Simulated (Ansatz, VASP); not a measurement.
# One calculation of Ag, two programs

Contents of POSCAR:

```
Ag
1.0
   -1.6751243396      1.6751243396      1.5525542660
    1.6751243396     -1.6751243396      1.5525542660
    1.6751243396      1.6751243396     -1.5525542660
Ag
1
Direct
    0.0000000000      0.0000000000      0.0000000000
```

The input INCAR.step1:

```
SYSTEM = Ag
PREC = Accurate ; ENCUT = 520
ISMEAR = 0 ; SIGMA = 0.15
LREAL = .FALSE. ; LASPH = .TRUE.
NELM = 80 ; NBANDS = 12
GGA = PE ; ALGO = Normal
EDIFF = 1E-4 ; LWAVE = .TRUE.
LCHARG = .FALSE.
```

File INCAR.step2:

```
SYSTEM = Ag
PREC = Accurate ; ENCUT = 520
EDIFF = 1E-6 ; ISMEAR = 0
SIGMA = 0.15 ; LREAL = .FALSE.
LASPH = .TRUE. ; NELM = 80
ALGO = Normal ; ISIF = 2
LWAVE = .FALSE. ; LCHARG = .FALSE.
METAGGA = R2SCAN ; LMIXTAU = .TRUE.
NBANDS = 12 ; ISTART = 1
```

Contents of KPOINTS:

```
regular mesh
0
G
  26 26 26
  0 0 0
```

Input for Ansatz:

```yaml
crystal:
  lattice:
    - [-1.6751243396, 1.6751243396, 1.552554266]
    - [1.6751243396, -1.6751243396, 1.552554266]
    - [1.6751243396, 1.6751243396, -1.552554266]
  atoms:
    - { symbol: Ag, position: [0.0, 0.0, 0.0] }
basis:
  ecutwfc: 500
kpoints:
  mp_grid: { grid: [26, 26, 26] }
hamiltonian:
  xc: r2scan
scf:
  occupations: { method: gaussian, width: 0.15 }
output:
  forces: true
  stress: true
  eigenvalues: true
```

Change from the starting cell: strain +0.025 along x and y, -0.050 along z, atoms carried along.

Alike in both runs: task single point; functional r2SCAN; k mesh 26 × 26 × 26; occupations gaussian, width 0.15 eV; no spin polarisation.

|  | VASP | Ansatz |
| --- | --- | --- |
| version | VASP 6.6.1 | Ansatz 0.2.0 |
| potentials or method | VASP PAW PBE potentials, release 64 (Ag), cutoff 520 eV | scalar-relativistic, plane waves, PAW |
| valence electrons in the cell | 11 | 19 |

VASP gave:

```
gap on the k mesh at the Fermi level (eV)                     : none
pressure (GPa)                                                : 0.1
traceless stress, the component that is largest in VASP (GPa) : -0.23
```

**Question.** What did Ansatz give for the same quantities?

**Answer.** gap on the k mesh at the Fermi level (eV): none; pressure (GPa): 0.0; traceless stress, the component that is largest in VASP (GPa): -0.22.

VASP's potentials were made for PBE, not for r2SCAN. A gap of «none» marks a metal or a gap that the smearing closes. VASP's potentials hold 11 valence electrons a cell and Ansatz's 19, so a difference there can come from the potentials and not from the codes.
